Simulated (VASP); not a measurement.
# ZrAl3N4 (P4/mmm) in VASP: further runs

ZrAl3N4 is run at these levels: PBE; tasks: single point, relaxation of cell and atoms.

All numbers are computed with VASP 6.6.1; they aren't measurements. Logs are shortened: lines on timing, memory, paths and dates and some standing lists are left out, and cuts for length are marked.

### 1 The cell of the first run

The structure is tetragonal, space group P4/mmm (No. 123). The conventional cell has a = 3.026 Å, b = 3.026 Å, c = 8.512 Å, α = 90.00°, β = 90.00°, γ = 90.00°. Within 2.8 Å of Zr (site symmetry 4/mmm) lie 6 N at 2.14 to 2.30 Å. Within 2.6 Å of Al (site symmetry 4mm) lie 6 N at 1.98 to 2.28 Å. Al (site symmetry 4/mmm) has 6 N at 1.96 to 2.14 Å within 2.6 Å. N (site symmetry 4/mmm) has 4 Zr at 2.14 Å and 2 Al at 2.28 Å within 2.8 Å. N (site symmetry 4mm) has 5 Al at 1.96 to 2.14 Å and 1 Zr at 2.30 Å within 2.6 Å. N (site symmetry 4/mmm) has 6 Al at 1.98 to 2.14 Å within 2.6 Å.

### 2 Single point, PBE

The input, INCAR:

```
SYSTEM = ZrAl3N4
ALGO = Normal ; EDIFF = 1E-7
ENCUT = 520 ; GGA = PE
ISIF = 2 ; ISMEAR = 0
LASPH = .TRUE. ; LCHARG = .FALSE.
LREAL = .FALSE. ; LWAVE = .FALSE.
NBANDS = 30 ; NELM = 100
PREC = Accurate ; SIGMA = 0.1
```

The input, KPOINTS:

```
k-points
0
G
  6 6 2
  0 0 0
```

The input, POSCAR:

```
ZrAl3N4
1.0
    3.0262622699      0.0000000000      0.0000000000
    0.0000000000      3.0262622699      0.0000000000
    0.0000000000      0.0000000000      8.5117241702
Zr Al N
1 3 4
Direct
    0.5000000000      0.5000000000      0.0000000000
    0.0000000000      0.0000000000      0.7325959719
    0.0000000000      0.0000000000      0.2674040281
    0.5000000000      0.5000000000      0.5000000000
    0.0000000000      0.0000000000      0.0000000000
    0.5000000000      0.5000000000      0.2700194881
    0.0000000000      0.0000000000      0.5000000000
    0.5000000000      0.5000000000      0.7299805119
```

Potentials or basis: VASP PAW PBE potentials, release 64 (Zr_sv, Al, N).

The run is started by

```console
$ cat potpaw_PBE.64/Zr_sv/POTCAR potpaw_PBE.64/Al/POTCAR potpaw_PBE.64/N/POTCAR > POTCAR
$ mpirun -np 1 vasp_std > vasp.out
```

OUTCAR:

```text
SYSTEM = ZrAl3N4
   EDIFF = 1E-7
   ENCUT = 520
   GGA = PE
   ISIF = 2
   ISMEAR = 0
   LASPH = .TRUE.
   LREAL = .FALSE.
   NELM = 100
   PREC = Accurate

 ion  position               nearest neighbor table
   1  0.500  0.500  0.000-   5 2.14   5 2.14   5 2.14   5 2.14   8 2.30   6 2.30   3 3.12   3 3.12
                             2 3.12   3 3.12   2 3.12   2 3.12   3 3.12   2 3.12
   2  0.000  0.000  0.733-   7 1.98   8 2.14   8 2.14   8 2.14   8 2.14   5 2.28   4 2.92   4 2.92
                             4 2.92   4 2.92   1 3.12   1 3.12   1 3.12   1 3.12
   3  0.000  0.000  0.267-   7 1.98   6 2.14   6 2.14   6 2.14   6 2.14   5 2.28   4 2.92   4 2.92
                             4 2.92   4 2.92   1 3.12   1 3.12   1 3.12   1 3.12
   4  0.500  0.500  0.500-   6 1.96   8 1.96   7 2.14   7 2.14   7 2.14   7 2.14   3 2.92   3 2.92
                             2 2.92   3 2.92   2 2.92   2 2.92   3 2.92   2 2.92
   5  0.000  0.000  0.000-   1 2.14   1 2.14   1 2.14   1 2.14   3 2.28   2 2.28
   6  0.500  0.500  0.270-   4 1.96   3 2.14   3 2.14   3 2.14   3 2.14   1 2.30
   7  0.000  0.000  0.500-   2 1.98   3 1.98   4 2.14   4 2.14   4 2.14   4 2.14
   8  0.500  0.500  0.730-   4 1.96   2 2.14   2 2.14   2 2.14   2 2.14   1 2.30

  LATTYP: Found a simple tetragonal cell.
 ALAT       =     3.0262622699
 C/A-ratio  =     2.8126194662

  Lattice vectors:

 A1 = (   3.0262622699,   0.0000000000,   0.0000000000)
 A2 = (   0.0000000000,   3.0262622699,   0.0000000000)
 A3 = (   0.0000000000,   0.0000000000,   8.5117241702)

Analysis of symmetry for initial positions (statically):
=====================================================================
 Subroutine PRICEL returns:
 Original cell was already a primitive cell.

 Routine SETGRP: Setting up the symmetry group for a
 simple tetragonal supercell.

 Subroutine GETGRP returns: Found 16 space group operations
 (whereof 16 operations were pure point group operations)
 out of a pool of 16 trial point group operations.

The static configuration has the point symmetry D_4h.

Analysis of symmetry for dynamics (positions and initial velocities):
=====================================================================
 Subroutine PRICEL returns:
 Original cell was already a primitive cell.

 Routine SETGRP: Setting up the symmetry group for a
 simple tetragonal supercell.

 Subroutine GETGRP returns: Found 16 space group operations
 (whereof 16 operations were pure point group operations)
 out of a pool of 16 trial point group operations.

The dynamic configuration has the point symmetry D_4h.

 Subroutine INISYM returns: Found 16 space group operations
 (whereof 16 operations are pure point group operations),
 and found     1 'primitive' translations

[... 113 lines left out ...]
   NUPDOWN=      -1.0000    fix difference up-down
   EMIN   =  10.00;   EMAX   =-10.00  energy-range for DOS
   EFERMI =   0.00;   METHOD = LEGACY
   ISMEAR =     0;   SIGMA  =   0.10  broadening in eV -4-tet -1-fermi 0-gaus
   EFERMI_NEDOS =   21; number of points for ismear=-14 and -15
   IALGO  =     38    algorithm
   IMIX   =      4    mixing-type and parameters
     AMIX     =   0.40;   BMIX     =  1.00
     AMIX_MAG =   1.60;   BMIX_MAG =  1.00
  volume/ion in A,a.u.               =       9.74        65.76
  Fermi-wavevector in a.u.,A,eV,Ry     =   1.321476  2.497227 23.759832  1.746298
  Thomas-Fermi vector in A             =   2.451227
   LORBIT       =      0    0 simple, 1 ext, 2 COOP (PROOUT), +10 PAW based schemes
   GGA     = PE    functional components
   LHFCALC =     F    Hartree Fock is set to
   AEXX    =    0.0000 exact exchange contribution
   IVDW    =     0    specifies the selected vdW correction
   LEPSILON=     F    determine dielectric tensor
   LRPA    =     F    only Hartree local field effects (RPA)
 non-spin polarized calculation
 Gauss-broadening in eV      SIGMA  =   0.10
  energy-cutoff  :      520.00
  volume of cell :       77.95
 maximum number of plane-waves:      2128
 NGX is ok and might be reduce to    24
   NGX = 11   NGY = 11   NGZ = 31

 number of electron      41.0000008 magnetization

 Free energy of the ion-electron system (eV)
  ---------------------------------------------------
  ext. energy  EPLUGINS =         0.00000000
  ---------------------------------------------------
  free energy    TOTEN  =       -62.10648793 eV

  energy without entropy =      -62.10169099  energy(sigma->0) =      -62.10408946

 E-fermi :  11.7847     XC(G=0): -12.0758

 val. band max:       11.7769048936   @ k =   0.3333   0.3333   0.5000
 cond. band min:      11.9230263601   @ k =   0.5000   0.5000   0.0000
 fundamental gap:      0.1461214665
 Fermi energy:        11.7846869260

 k-point     1 :       0.0000    0.0000    0.0000
  band No.  band energies     occupation
      1     -37.5223      2.00000
      2     -15.8817      2.00000
      3     -15.3104      2.00000
      4     -15.3104      2.00000
      5      -7.1603      2.00000
      6      -5.5757      2.00000
[... 649 lines left out ...]
     29      17.6799      0.00000
     30      18.4223      0.00000

------------------------ aborting loop because EDIFF is reached ----------------------------------------

  FORCE on cell =-STRESS in cart. coord.  units (eV):
  Direction    XX          YY          ZZ          XY          YZ          ZX
  --------------------------------------------------------------------------------------
  -------------------------------------------------------------------------------------
  Total        0.0135194      0.0135194     -0.0476402      0.0000000      0.0000000      0.0000000
  in kB        0.2778670      0.2778670     -0.9791592      0.0000000      0.0000000      0.0000000
  external PRESSURE =      -0.1411418 kB  Pullay stress =       0.0000000 kB

 VOLUME and BASIS-vectors are now :
 -----------------------------------------------------------------------------
  energy-cutoff  :      520.00
  volume of cell :       77.95
      direct lattice vectors                 reciprocal lattice vectors
     3.026262270  0.000000000  0.000000000     0.330440626  0.000000000  0.000000000
     0.000000000  3.026262270  0.000000000     0.000000000  0.330440626  0.000000000
     0.000000000  0.000000000  8.511724170     0.000000000  0.000000000  0.117485010

 POSITION                                       TOTAL-FORCE (eV/Angst)
 -----------------------------------------------------------------------------------
      1.51313      1.51313      0.00000         0.000000      0.000000      0.000000
      0.00000      0.00000      6.23565         0.000000      0.000000     -0.003279
      0.00000      0.00000      2.27607        -0.000000     -0.000000      0.003279
      1.51313      1.51313      4.25586         0.000000      0.000000      0.000000
      0.00000      0.00000      0.00000         0.000000      0.000000      0.000000
      1.51313      1.51313      2.29833         0.000000      0.000000      0.007914
      0.00000      0.00000      4.25586         0.000000      0.000000      0.000000
      1.51313      1.51313      6.21339         0.000000     -0.000000     -0.007914
 -----------------------------------------------------------------------------------
    total drift:                                0.000000     -0.000000     -0.000000

  FREE ENERGIE OF THE ION-ELECTRON SYSTEM (eV)
  ---------------------------------------------------
  free  energy   TOTEN  =       -62.1064879309 eV

  energy  without entropy=      -62.1016909920  energy(sigma->0) =      -62.10408946
```

OSZICAR:

```text
N       E                     dE             d eps       ncg     rms          rms(c)
DAV:   1     0.231293974597E+03    0.23129E+03   -0.20393E+04  1200   0.129E+03
DAV:   2    -0.527433099282E+02   -0.28404E+03   -0.27472E+03  1494   0.311E+02
DAV:   3    -0.701335658746E+02   -0.17390E+02   -0.17280E+02  1880   0.740E+01
DAV:   4    -0.706534848558E+02   -0.51992E+00   -0.51922E+00  1682   0.963E+00
DAV:   5    -0.706629031588E+02   -0.94183E-02   -0.94174E-02  1690   0.116E+00    0.307E+01
DAV:   6    -0.621055026555E+02    0.85574E+01   -0.34455E+01  1496   0.302E+01    0.129E+01
DAV:   7    -0.621431860810E+02   -0.37683E-01   -0.23100E+00  1572   0.741E+00    0.788E+00
DAV:   8    -0.621106604939E+02    0.32526E-01   -0.24975E-01  1502   0.311E+00    0.740E-01
DAV:   9    -0.621062700788E+02    0.43904E-02   -0.29260E-02  1562   0.927E-01    0.398E-01
DAV:  10    -0.621066324657E+02   -0.36239E-03   -0.51488E-03  1522   0.441E-01    0.191E-01
DAV:  11    -0.621064827334E+02    0.14973E-03   -0.83825E-04  1492   0.168E-01    0.429E-02
DAV:  12    -0.621064902287E+02   -0.74953E-05   -0.78933E-05  1426   0.574E-02    0.203E-02
DAV:  13    -0.621064877196E+02    0.25092E-05   -0.83555E-06  1534   0.210E-02    0.943E-03
DAV:  14    -0.621064879307E+02   -0.21111E-06   -0.14369E-06  1506   0.767E-03    0.180E-03
DAV:  15    -0.621064879309E+02   -0.24465E-09   -0.15991E-07  1190   0.248E-03
   1 F= -.62106488E+02 E0= -.62104089E+02  d E =-.479694E-02
```

stdout:

```text
POSCAR found type information on POSCAR ZrAlN
 POSCAR found :  3 types and       8 ions
 scaLAPACK will be used
 LDA part: xc-table for (Slater+PW92), standard interpolation
 POSCAR, INCAR and KPOINTS ok, starting setup
 FFT: planning ... GRIDC
 FFT: planning ... GRID_SOFT
 FFT: planning ... GRID
 WAVECAR not read
 entering main loop
```

It took 18 s on 1 thread of Intel Xeon 6975P-C (Granite Rapids), shared host; peak memory 0.2 GiB.

What came out:

- Free energy: -62.1065 eV
- Pressure: 0.0 GPa
- Largest force: 0.008 eV/Å
- Band gap on the k mesh: zero (an odd number of electrons rules out a gap without spin polarisation)

Forces on the atoms (eV/Å):
```
Zr   0.000  0.000  0.000
Al   0.000  0.000 -0.003
Al   0.000  0.000  0.003
Al   0.000  0.000  0.000
N    0.000  0.000  0.000
N    0.000  0.000  0.008
N    0.000  0.000  0.000
N    0.000  0.000 -0.008
```

Stress tensor (GPa, compression positive):
```
 0.03  0.00  0.00
 0.00  0.03  0.00
 0.00  0.00 -0.10
```

Levels at points of the mesh, in eV from the Fermi level:
```csv
k point,band 17,band 18,band 19,band 20,band 21,band 22,band 23,band 24
"(0.00, 0.00, 0.00)",-3.23,-3.09,-2.87,-2.63,-2.63,0.42,1.99,2.27
"(0.50, 0.00, 0.00)",-3.84,-3.81,-3.73,-3.63,2.22,2.57,2.98,3.06
"(0.50, 0.50, 0.00)",-5.49,-4.38,-3.42,-3.42,-1.12,-1.12,0.14,2.65
"(0.00, 0.00, 0.50)",-3.10,-3.10,-2.87,-2.87,-2.87,1.48,1.78,2.38
"(0.50, 0.00, 0.50)",-3.89,-3.74,-3.68,-3.64,2.64,2.98,3.01,3.13
"(0.50, 0.50, 0.50)",-5.45,-5.25,-3.58,-3.58,-0.55,-0.55,1.26,1.91
```

Caveat: the k points lie up to 0.37 Å⁻¹ apart, too coarse for converged energies and pressures of a metal.

### 3 Single point, PBE

This run uses another cell than the first one, of 13.11 Å³/atom.

The input, INCAR:

```
ALGO     = Normal         # electronic algorithm
EDIFF    = 1E-6           # SCF threshold, eV
ENCUT    = 520            # plane-wave cutoff, eV
GGA      = PE             # functional
ISIF     = 2              # what is computed and relaxed
ISMEAR   = 0              # smearing method
LASPH    = T              # aspherical terms in the spheres
LCHARG   = T              # write CHGCAR
LELF     = T              # ELF
LREAL    = F              # projectors in reciprocal space
LVHAR    = T            
LWAVE    = F              # write WAVECAR
NBANDS   = 30             # bands
NELM     = 60             # most SCF steps
PREC     = Accurate       # precision mode
SIGMA    = 0.1            # smearing width, eV
```

The input, KPOINTS:

```
k-points
0
Gamma
  6 6 2
```

The input, POSCAR:

```
ZrAl3N4
1.0
    3.3349784600      0.0000000000      0.0000000000
    0.0000000000      3.3349784600      0.0000000000
    0.0000000000      0.0000000000      9.4327435400
Zr Al N
1 3 4
Direct
    0.5000000000      0.5000000000      0.0000000000
    0.0000000000      0.0000000000      0.7500000000
    0.0000000000      0.0000000000      0.2500000000
    0.5000000000      0.5000000000      0.5000000000
    0.0000000000      0.0000000000      0.0000000000
    0.5000000000      0.5000000000      0.2500000000
    0.0000000000      0.0000000000      0.5000000000
    0.5000000000      0.5000000000      0.7500000000
```

Potentials or basis: VASP PAW PBE potentials, release 64 (Zr_sv, Al, N).

The run is started by

```console
$ cat potpaw_PBE.64/Zr_sv/POTCAR potpaw_PBE.64/Al/POTCAR potpaw_PBE.64/N/POTCAR > POTCAR
$ mpirun -np 1 vasp_std > vasp.out
```

It took 36 s on 1 thread of Intel Xeon 6975P-C (Granite Rapids), shared host; peak memory 0.25 GiB.

Results (log left out):

```yaml
Free_energy: -57.8137 eV
Pressure: -34.1 GPa
Largest_force: 0.759 eV/Å
Band_gap_on_the_k_mesh: zero (an odd number of electrons rules out a gap without spin polarisation)
```

Forces on the atoms (eV/Å):
```
Zr   0.000  0.000  0.000
Al   0.000  0.000 -0.759
Al   0.000  0.000  0.759
Al   0.000  0.000  0.000
N    0.000  0.000  0.000
N    0.000  0.000  0.295
N    0.000  0.000  0.000
N    0.000  0.000 -0.295
```

Stress tensor (GPa, compression positive):
```
-34.05   0.00   0.00
  0.00 -34.05   0.00
  0.00   0.00 -34.31
```

Levels at points of the mesh, in eV from the Fermi level:
| k point | band 18 | band 19 | band 20 | band 21 | band 22 | band 23 |
| --- | --- | --- | --- | --- | --- | --- |
| (0.00, 0.00, 0.00) | -2.17 | -2.17 | -2.17 | -2.12 | -1.58 | -0.22 |
| (0.50, 0.00, 0.00) | -2.69 | -2.65 | -2.37 | 1.71 | 1.86 | 1.88 |
| (0.50, 0.50, 0.00) | -3.34 | -3.34 | -3.27 | -1.16 | -0.37 | -0.37 |
| (0.00, 0.00, 0.50) | -2.50 | -2.49 | -2.49 | -2.17 | -0.16 | -0.04 |
| (0.50, 0.00, 0.50) | -2.79 | -2.63 | -2.37 | 1.43 | 1.94 | 2.07 |
| (0.50, 0.50, 0.50) | -4.16 | -3.56 | -3.56 | -0.09 | -0.09 | 0.19 |

Caveat: the cell stands under tension.

### 4 Single point, PBE

The input, INCAR:

```
SYSTEM = ZrAl3N4
PREC = Accurate ; ENCUT = 520
EDIFF = 1E-7 ; ISMEAR = 0
SIGMA = 0.1 ; LREAL = .False.
LASPH = .True. ; NELM = 100
ALGO = Normal ; ISIF = 2
LWAVE = .False. ; LCHARG = .False.
GGA = PE ; NBANDS = 30
```

The input, KPOINTS:

```
regular mesh
0
Gamma
  12 12 6
  0 0 0
```

The input, POSCAR:

```
ZrAl3N4
1.0
    3.0312897563      0.0000000000      0.0000000000
    0.0000000000      3.0312897563      0.0000000000
    0.0000000000      0.0000000000      8.4883893730
Zr Al N
1 3 4
Direct
    0.5000000000      0.5000000000      0.0000000000
    0.0000000000      0.0000000000      0.7331898195
    0.0000000000      0.0000000000      0.2668101805
    0.5000000000      0.5000000000      0.5000000000
    0.0000000000      0.0000000000      0.0000000000
    0.5000000000      0.5000000000      0.2697058163
    0.0000000000      0.0000000000      0.5000000000
    0.5000000000      0.5000000000      0.7302941837
```

The run is started by

```console
$ cat potpaw_PBE.64/Zr_sv/POTCAR potpaw_PBE.64/Al/POTCAR potpaw_PBE.64/N/POTCAR > POTCAR
$ mpirun -np 1 vasp_std > vasp.out
```

Run time: 90 s. Hardware: 1 thread of Intel Xeon 6975P-C (Granite Rapids), shared host; peak memory 0.34 GiB.

It converged, with:

| Property | Result |
| --- | --- |
| Free energy | -62.0876 eV |
| Pressure | 0.0 GPa |
| Largest force | 0.010 eV/Å |
| Band gap on the k mesh | zero (an odd number of electrons rules out a gap without spin polarisation) |

Forces on the atoms (eV/Å):
```
Zr   0.000  0.000  0.000
Al   0.000  0.000 -0.001
Al   0.000  0.000  0.001
Al   0.000  0.000  0.000
N    0.000  0.000  0.000
N    0.000  0.000  0.010
N    0.000  0.000  0.000
N    0.000  0.000 -0.010
```

Stress tensor (GPa, compression positive):
```
-0.02  0.00  0.00
 0.00 -0.02  0.00
 0.00  0.00 -0.10
```

Levels at points of the mesh, in eV from the Fermi level:
| k point | band 16 | band 17 | band 18 | band 19 | band 20 | band 21 | band 22 | band 23 | band 24 | band 25 |
| --- | --- | --- | --- | --- | --- | --- | --- | --- | --- | --- |
| (0.00, 0.00, 0.00) | -3.40 | -3.40 | -3.29 | -3.01 | -2.79 | -2.79 | 0.20 | 1.79 | 2.09 | 2.09 |
| (0.50, 0.00, 0.00) | -4.73 | -4.06 | -3.99 | -3.95 | -3.84 | 2.05 | 2.33 | 2.79 | 2.87 | 3.52 |
| (0.50, 0.50, 0.00) | -5.93 | -5.68 | -4.59 | -3.55 | -3.55 | -1.28 | -1.28 | -0.05 | 2.46 | 3.30 |
| (0.00, 0.00, 0.50) | -4.53 | -3.31 | -3.31 | -3.01 | -2.99 | -2.99 | 1.27 | 1.57 | 2.20 | 2.20 |
| (0.50, 0.00, 0.50) | -4.97 | -4.11 | -3.94 | -3.89 | -3.84 | 2.44 | 2.79 | 2.82 | 2.98 | 3.08 |
| (0.50, 0.50, 0.50) | -6.16 | -5.68 | -5.46 | -3.71 | -3.71 | -0.70 | -0.70 | 1.09 | 1.73 | 3.50 |

(Part 1 of 2 ends here.)
